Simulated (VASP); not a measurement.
# BaLiF3 (P4/mmm) in VASP: a series of runs

The runs below take BaLiF3 through single point, with LDA.

Program: VASP 6.6.1. These are calculated values, not measurements. Logs are shortened: lines on timing, memory, paths and dates and some standing lists are left out, and cuts for length are marked.

### Step 1. The cell of the first run

Symmetry: P4/mmm, No. 123, tetragonal system. Conventional cell: a = 3.929 Å, b = 3.929 Å, c = 3.989 Å, α = 90.00°, β = 90.00°, γ = 90.00°. Ba (site symmetry 4/mmm) has 12 F at 2.78 to 2.80 Å and 8 Li at 3.42 Å within 3.7 Å. Within 2.6 Å of Li (site symmetry 4/mmm) lie 6 F at 1.96 to 1.99 Å. F (site symmetry mmm) has 2 Li at 1.96 Å within 2.6 Å. Within 2.6 Å of F (site symmetry 4/mmm) lie 2 Li at 1.99 Å.

### Step 2. Single point, LDA (strain -0.015 along x and y, +0.000 along z)

INCAR reads:

```
SYSTEM = BaLiF3
PREC = Accurate
ENCUT = 1350
EDIFF = 1E-6
ISMEAR = 0
SIGMA = 0.05
LREAL = .FALSE.
LASPH = .TRUE.
NELM = 120
ALGO = Normal
ISIF = 2
LWAVE = .FALSE.
LCHARG = .TRUE.
GGA = CA
LELF = .TRUE.
LVHAR = .TRUE.
NBANDS = 25
GGA_COMPAT = .FALSE.
```

KPOINTS reads:

```
regular mesh
0
G
  6 6 6
  0 0 0
```

POSCAR reads:

```
BaLiF3
1.0
    3.9287529154      0.0000000000      0.0000000000
    0.0000000000      3.9287529154      0.0000000000
    0.0000000000      0.0000000000      3.9885816400
Ba Li F
1 1 3
Direct
    0.0000000000      0.0000000000      0.0000000000
    0.5000000000      0.5000000000      0.5000000000
    0.0000000000      0.5000000000      0.5000000000
    0.5000000000      0.5000000000      0.0000000000
    0.5000000000      0.0000000000      0.5000000000
```

Potentials or basis: VASP PAW LDA potentials, release 64 (Ba_sv, Li_sv, F_h).

Launch:

```sh
cat potpaw_LDA.64/Ba_sv/POTCAR potpaw_LDA.64/Li_sv/POTCAR potpaw_LDA.64/F_h/POTCAR > POTCAR
mpirun -np 1 vasp_std > vasp.out
```

OUTCAR:

```text
SYSTEM = BaLiF3
   PREC = Accurate
   ENCUT = 1350
   EDIFF = 1E-6
   ISMEAR = 0
   LREAL = .FALSE.
   LASPH = .TRUE.
   NELM = 120
   ISIF = 2
   GGA = CA

 ion  position               nearest neighbor table
   1  0.000  0.000  0.000-   4 2.78   4 2.78   4 2.78   4 2.78   5 2.80   3 2.80   3 2.80   3 2.80
                             5 2.80   5 2.80   5 2.80   3 2.80   2 3.42   2 3.42   2 3.42   2 3.42
   2  0.500  0.500  0.500-   3 1.96   5 1.96   5 1.96   3 1.96   4 1.99   4 1.99   1 3.42   1 3.42
                             1 3.42   1 3.42   1 3.42   1 3.42   1 3.42   1 3.42
   3  0.000  0.500  0.500-   2 1.96   2 1.96   1 2.80   1 2.80   1 2.80   1 2.80
   4  0.500  0.500  0.000-   2 1.99   2 1.99   1 2.78   1 2.78   1 2.78   1 2.78
   5  0.500  0.000  0.500-   2 1.96   2 1.96   1 2.80   1 2.80   1 2.80   1 2.80

  LATTYP: Found a simple tetragonal cell.
 ALAT       =     3.9287529154
 C/A-ratio  =     1.0152284264

  Lattice vectors:

 A1 = (   3.9287529154,   0.0000000000,   0.0000000000)
 A2 = (   0.0000000000,   3.9287529154,   0.0000000000)
 A3 = (   0.0000000000,   0.0000000000,   3.9885816400)

Analysis of symmetry for initial positions (statically):
=====================================================================
 Subroutine PRICEL returns:
 Original cell was already a primitive cell.

 Routine SETGRP: Setting up the symmetry group for a
 simple tetragonal supercell.

 Subroutine GETGRP returns: Found 16 space group operations
 (whereof 16 operations were pure point group operations)
 out of a pool of 16 trial point group operations.

The static configuration has the point symmetry D_4h.

Analysis of symmetry for dynamics (positions and initial velocities):
=====================================================================
 Subroutine PRICEL returns:
 Original cell was already a primitive cell.

 Routine SETGRP: Setting up the symmetry group for a
 simple tetragonal supercell.

 Subroutine GETGRP returns: Found 16 space group operations
 (whereof 16 operations were pure point group operations)
 out of a pool of 16 trial point group operations.

The dynamic configuration has the point symmetry D_4h.

 Subroutine INISYM returns: Found 16 space group operations
 (whereof 16 operations are pure point group operations),
 and found     1 'primitive' translations

[... 100 lines left out ...]
   EDIFF  = 0.1E-05   stopping-criterion for ELM
   LREAL  =      F    real-space projection
   EDIFFG = 0.1E-04   stopping-criterion for IOM
   NSW    =      0    number of steps for IOM
   IBRION =     -1    ionic relax: 0-MD 1-quasi-New 2-CG
   NFREE  =      0    steps in history (QN), initial steepest desc. (CG)
   ISIF   =      2    stress and relaxation
   ISYM   =      2    0-nonsym 1-usesym 2-fastsym
   POTIM  = 0.5000    time-step for ionic-motion
   TEBEG  =    0.0;   TEEND  =   0.0 temperature during run
   PSTRESS=    0.0 pullay stress
   NELECT =      34.0000    total number of electrons
   NUPDOWN=      -1.0000    fix difference up-down
   EMIN   =  10.00;   EMAX   =-10.00  energy-range for DOS
   EFERMI =   0.00;   METHOD = LEGACY
   ISMEAR =     0;   SIGMA  =   0.05  broadening in eV -4-tet -1-fermi 0-gaus
   EFERMI_NEDOS =   21; number of points for ismear=-14 and -15
   IALGO  =     38    algorithm
   IMIX   =      4    mixing-type and parameters
     AMIX     =   0.40;   BMIX     =  1.00
     AMIX_MAG =   1.60;   BMIX_MAG =  1.00
  volume/ion in A,a.u.               =      12.31        83.09
  Fermi-wavevector in a.u.,A,eV,Ry     =   1.343152  2.538189 24.545690  1.804057
  Thomas-Fermi vector in A             =   2.471249
   LORBIT       =      0    0 simple, 1 ext, 2 COOP (PROOUT), +10 PAW based schemes
   GGA     = CA    functional components
   LHFCALC =     F    Hartree Fock is set to
   AEXX    =    0.0000 exact exchange contribution
   IVDW    =     0    specifies the selected vdW correction
   LEPSILON=     F    determine dielectric tensor
   LRPA    =     F    only Hartree local field effects (RPA)
 non-spin polarized calculation
 Gauss-broadening in eV      SIGMA  =   0.05
  energy-cutoff  :     1350.00
  volume of cell :       61.56
 maximum number of plane-waves:      6984
 NGX is ok and might be reduce to    48
   NGX = 23   NGY = 23   NGZ = 23

 number of electron      33.9999993 magnetization

 Free energy of the ion-electron system (eV)
  ---------------------------------------------------
  ext. energy  EPLUGINS =         0.00000000
  ---------------------------------------------------
  free energy    TOTEN  =       -29.28884894 eV

  energy without entropy =      -29.28884894  energy(sigma->0) =      -29.28884894

 E-fermi :   0.0041     XC(G=0): -10.8846

 val. band max:       -0.2460602073   @ k =   0.0000   0.0000   0.0000
 cond. band min:       6.1946057448   @ k =   0.0000   0.0000   0.0000
 fundamental gap:      6.4406659521
 Fermi energy:         0.0040956679

 k-point     1 :       0.0000    0.0000    0.0000
  band No.  band energies     occupation
      1     -39.8149      2.00000
      2     -23.5862      2.00000
      3     -19.5111      2.00000
      4     -19.1491      2.00000
      5     -19.0879      2.00000
      6      -8.6287      2.00000
[... 661 lines left out ...]
     24      13.4600      0.00000
     25      15.3190      0.00000

 [... further k-points ...]

------------------------ aborting loop because EDIFF is reached ----------------------------------------

  FORCE on cell =-STRESS in cart. coord.  units (eV):
  Direction    XX          YY          ZZ          XY          YZ          ZX
  --------------------------------------------------------------------------------------
  -------------------------------------------------------------------------------------
  Total       -1.0227431     -1.0227431     -1.5359890      0.0000000      0.0000000      0.0000000
  in kB      -26.6163944    -26.6163944    -39.9733715      0.0000000      0.0000000      0.0000000
  external PRESSURE =     -31.0687201 kB  Pullay stress =       0.0000000 kB

 VOLUME and BASIS-vectors are now :
 -----------------------------------------------------------------------------
  energy-cutoff  :     1350.00
  volume of cell :       61.56
      direct lattice vectors                 reciprocal lattice vectors
     3.928752915  0.000000000  0.000000000     0.254533696  0.000000000  0.000000000
     0.000000000  3.928752915  0.000000000     0.000000000  0.254533696  0.000000000
     0.000000000  0.000000000  3.988581640     0.000000000  0.000000000  0.250715691

 POSITION                                       TOTAL-FORCE (eV/Angst)
 -----------------------------------------------------------------------------------
      0.00000      0.00000      0.00000         0.000000      0.000000      0.000000
      1.96438      1.96438      1.99429         0.000000      0.000000      0.000000
      0.00000      1.96438      1.99429         0.000000      0.000000      0.000000
      1.96438      1.96438      0.00000         0.000000      0.000000      0.000000
      1.96438      0.00000      1.99429         0.000000      0.000000      0.000000
 -----------------------------------------------------------------------------------
    total drift:                                0.000000      0.000000     -0.000000

  FREE ENERGIE OF THE ION-ELECTRON SYSTEM (eV)
  ---------------------------------------------------
  free  energy   TOTEN  =       -29.2888489386 eV

  energy  without entropy=      -29.2888489386  energy(sigma->0) =      -29.28884894
```

stdout:

```text
POSCAR found type information on POSCAR BaLiF
 POSCAR found :  3 types and       5 ions
 scaLAPACK will be used
 LDA part: xc-table for (Slater(with rela. corr.)+CA(PZ))
 , standard interpolation
 POSCAR, INCAR and KPOINTS ok, starting setup
 FFT: planning ... GRIDC
 FFT: planning ... GRID_SOFT
 FFT: planning ... GRID
 WAVECAR not read
 entering main loop
```

It took 2.5 min on 1 thread of AMD EPYC 7R13 (Zen 3), shared host; peak memory 0.4 GiB.

What came out:

```yaml
Free_energy: -29.2888 eV
Pressure: -3.1 GPa
Band_gap_on_the_k_mesh: 6.44 eV
```

Levels at points of the mesh, in eV from the valence-band top:
```
           k point  band 14  band 15  band 16  band 17  band 18  band 19  band 20  band 21
(0.00, 0.00, 0.00)    -0.87     0.00     0.00     0.00     6.44     6.60     8.16     9.90
(0.50, 0.00, 0.00)    -0.79    -0.79    -0.57    -0.51     8.11     8.68    10.38    10.83
(0.50, 0.50, 0.00)    -0.63    -0.63    -0.21    -0.15     8.93     9.36    10.85    10.85
(0.00, 0.00, 0.50)    -0.83    -0.83    -0.47    -0.47     7.93     8.59    10.43    10.92
(0.50, 0.00, 0.50)    -0.62    -0.61    -0.26    -0.25     8.93     9.16    10.97    10.99
(0.50, 0.50, 0.50)    -0.20    -0.20    -0.20    -0.10     8.02     8.03     8.03    12.11
```

Caveat: the cell differs from its parent crystal (strain -0.015 along x and y, +0.000 along z); the cell stands under tension; spin-orbit coupling is left out, which moves the levels of the heavy elements. A k mesh can miss the band edges.

### Step 3. Single point, LDA (strain -0.030 along x and y, -0.015 along z)

INCAR: that of step 2 with these lines changed.

```diff
@@ -12,6 +12,3 @@
 LWAVE = .FALSE.
-LCHARG = .TRUE.
-GGA = CA
-LELF = .TRUE.
-LVHAR = .TRUE.
+LCHARG = .FALSE.
 NBANDS = 25
```

KPOINTS is that of step 2.

POSCAR: that of step 2 with these lines changed.

```diff
@@ -2,5 +2,5 @@
 1.0
-    3.9287529154      0.0000000000      0.0000000000
-    0.0000000000      3.9287529154      0.0000000000
-    0.0000000000      0.0000000000      3.9885816400
+    3.8689241908      0.0000000000      0.0000000000
+    0.0000000000      3.8689241908      0.0000000000
+    0.0000000000      0.0000000000      3.9287529154
 Ba Li F
```

Potentials or basis: VASP PAW LDA potentials, release 64 (Ba_sv, Li_sv, F_h).

Launch:

```sh
cat potpaw_LDA.64/Ba_sv/POTCAR potpaw_LDA.64/Li_sv/POTCAR potpaw_LDA.64/F_h/POTCAR > POTCAR
mpirun -np 1 vasp_std > vasp.out
```

Wall time 3.8 min (1 thread of AMD EPYC 7R43 (Zen 3), shared host); peak memory 0.38 GiB.

Results (log left out):

```yaml
Free_energy: -29.2997 eV
Pressure: 0.9 GPa
Band_gap_on_the_k_mesh: 6.49 eV
```

Stress tensor (GPa, compression positive):
```
 1.45  0.00  0.00
 0.00  1.45  0.00
 0.00  0.00 -0.23
```

Levels at points of the mesh, in eV from the valence-band top:
```
           k point  band 13  band 14  band 15  band 16  band 17  band 18  band 19  band 20  band 21  band 22
(0.00, 0.00, 0.00)    -1.00    -0.97     0.00     0.00     0.00     6.49     6.66     8.60    10.09    10.09
(0.50, 0.00, 0.00)    -1.21    -0.84    -0.84    -0.64    -0.58     8.28     8.95    10.62    11.16    11.32
(0.50, 0.50, 0.00)    -1.62    -0.63    -0.63    -0.25    -0.20     9.19     9.60    11.17    11.17    13.14
(0.00, 0.00, 0.50)    -1.25    -0.88    -0.88    -0.54    -0.54     8.08     8.86    10.67    11.25    11.25
(0.50, 0.00, 0.50)    -1.56    -0.63    -0.61    -0.31    -0.30     9.19     9.39    11.29    11.32    13.05
(0.50, 0.50, 0.50)    -0.31    -0.24    -0.24    -0.24    -0.14     8.21     8.21     8.21    12.47    12.65
```

Caveat: the cell differs from its parent crystal (strain -0.030 along x and y, -0.015 along z); spin-orbit coupling is left out, which moves the levels of the heavy elements. A k mesh can miss the band edges.

### Step 4. Single point, LDA (strain -0.030 along x and y, +0.030 along z)

INCAR reads:

```
PREC     = Accurate       # precision mode
ENCUT    = 1350           # plane-wave cutoff, eV
EDIFF    = 1E-6           # SCF threshold, eV
ISMEAR   = 0              # smearing method
SIGMA    = 0.05           # smearing width, eV
LREAL    = False          # projectors in reciprocal space
LASPH    = True           # aspherical terms in the spheres
NELM     = 120            # most SCF steps
ALGO     = Normal         # electronic algorithm
ISIF     = 2              # what is computed and relaxed
LWAVE    = False          # write WAVECAR
LCHARG   = True           # write CHGCAR
GGA      = CA             # functional
LELF     = True           # ELF
LVHAR    = True         
NBANDS   = 25             # bands
GGA_COMPAT= False
```

KPOINTS reads:

```
Automatic mesh
0
Gamma
  6 6 6
```

POSCAR: that of step 3 with these lines changed.

```diff
@@ -4,3 +4,3 @@
     0.0000000000      3.8689241908      0.0000000000
-    0.0000000000      0.0000000000      3.9287529154
+    0.0000000000      0.0000000000      4.1082390892
 Ba Li F
```

Launch:

```sh
cat potpaw_LDA.64/Ba_sv/POTCAR potpaw_LDA.64/Li_sv/POTCAR potpaw_LDA.64/F_h/POTCAR > POTCAR
mpirun -np 1 vasp_std > vasp.out
```

Run time: 2.8 min. Hardware: 1 thread of Intel Xeon Platinum 8259CL at 2.50GHz (Skylake/Cascade Lake), shared host; peak memory 0.43 GiB.

Results (log left out):

```yaml
Free_energy: -29.2500 eV
Pressure: -2.7 GPa
Band_gap_on_the_k_mesh: 6.10 eV (least direct gap 6.17 eV)
```

Stress tensor (GPa, compression positive):
```
-0.87  0.00  0.00
 0.00 -0.87  0.00
 0.00  0.00 -6.47
```

Levels at points of the mesh, in eV from the valence-band top:
| k point | band 13 | band 14 | band 15 | band 16 | band 17 | band 18 | band 19 | band 20 | band 21 | band 22 |
| --- | --- | --- | --- | --- | --- | --- | --- | --- | --- | --- |
| (0.00, 0.00, 0.00) | -1.05 | -0.91 | -0.11 | -0.07 | -0.07 | 6.10 | 6.73 | 8.06 | 9.71 | 9.71 |
| (0.50, 0.00, 0.00) | -1.17 | -0.85 | -0.83 | -0.82 | -0.59 | 8.08 | 8.78 | 10.26 | 10.48 | 11.11 |
| (0.50, 0.50, 0.00) | -1.56 | -0.77 | -0.77 | -0.19 | -0.04 | 8.84 | 9.63 | 10.48 | 10.48 | 12.78 |
| (0.00, 0.00, 0.50) | -1.36 | -1.02 | -1.02 | -0.42 | -0.42 | 7.44 | 8.34 | 10.43 | 10.82 | 10.82 |
| (0.50, 0.00, 0.50) | -1.35 | -0.73 | -0.67 | -0.46 | -0.41 | 8.78 | 8.88 | 10.93 | 11.07 | 12.37 |
| (0.50, 0.50, 0.50) | -0.48 | -0.39 | -0.39 | -0.18 | 0.00 | 7.89 | 7.89 | 7.91 | 11.71 | 12.43 |

Caveat: the cell differs from its parent crystal (strain -0.030 along x and y, +0.030 along z); the stress differs along the axes, from -6 to -1 GPa; spin-orbit coupling is left out, which moves the levels of the heavy elements. A k mesh can miss the band edges.

(Part 1 of 2 ends here.)
